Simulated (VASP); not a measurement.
Ti2Cl:

```xyz
3
Lattice="4.0161 0.0000 0.0000 -2.0081 3.4781 0.0000 0.0000 0.0000 4.1251" Properties=species:S:1:pos:R:3 pbc="T T T"
Ti    0.0000    2.3187    0.0000
Ti    2.0081    1.1594    0.0000
Cl    0.0000    0.0000    0.0000
```

The cell was built from a structure type or drawn by symmetry, and may not be a known phase.

* Program: VASP 6.6.1
* Task: relaxation of cell and atoms
* Functional: PBE
* Potentials or basis: VASP PAW PBE potentials, release 64 (Ti_sv, Cl)
* Cutoff: 600 eV
* k mesh: 6 × 6 × 4
* Occupations: gaussian, width 0.1 eV
* Spin: collinear spin
* Starting moments: [1.0, 1.0, 0.0] μB

At the start: pressure 19.9 GPa; volume 19.21 Å³/atom.

Question: How do energy, volume and symmetry change on relaxing?

Answer: Over 12 steps the energy falls by 953.9 meV/atom and the volume is 17.95 Å³/atom (-6.5 %); space group P6/mmm (No. 191, to 0.1 Å) before and after; moment 0.00 μB per cell.

The path:
| step | energy change (eV) | largest force (eV/Å) | pressure (GPa) | volume (Å³) |
| --- | --- | --- | --- | --- |
| 1 | 0.0000 | 0.0000 | 19.92 | 57.62 |
| 2 | -1.3414 | 0.0000 | -8.84 | 78.25 |
| 3 | -1.4355 | 0.0000 | -4.85 | 70.98 |
| 4 | -1.4427 | 0.0000 | -5.60 | 72.06 |
| 5 | -2.0033 | 0.0000 | -6.18 | 66.09 |
| 6 | -2.6625 | 0.0000 | -4.91 | 58.90 |
| 7 | -1.4077 | 0.0000 | 20.52 | 43.91 |
| 8 | -2.8326 | 0.0000 | 1.63 | 52.97 |
| 9 | -2.8536 | 0.0000 | -1.51 | 55.08 |
| 10 | -2.8605 | 0.0000 | -0.72 | 54.46 |
| 11 | -2.8601 | 0.0000 | -0.20 | 54.10 |
| 12 | -2.8617 | 0.0000 | 0.05 | 53.86 |

Final structure:
```
Ti Cl
1.0
     4.64855    0.00000    0.00000
    -2.32427    4.02576    0.00000
     0.00000    0.00000    2.87816
Ti Cl
2 1
Direct
  0.33333 0.66667 0.00000
  0.66667 0.33333 0.00000
  0.00000 0.00000 0.00000
```

Caveat: the k points lie up to 0.55 Å⁻¹ apart in the final cell; a cell axis changed by over 15 % at a fixed basis, so the end point is rough.
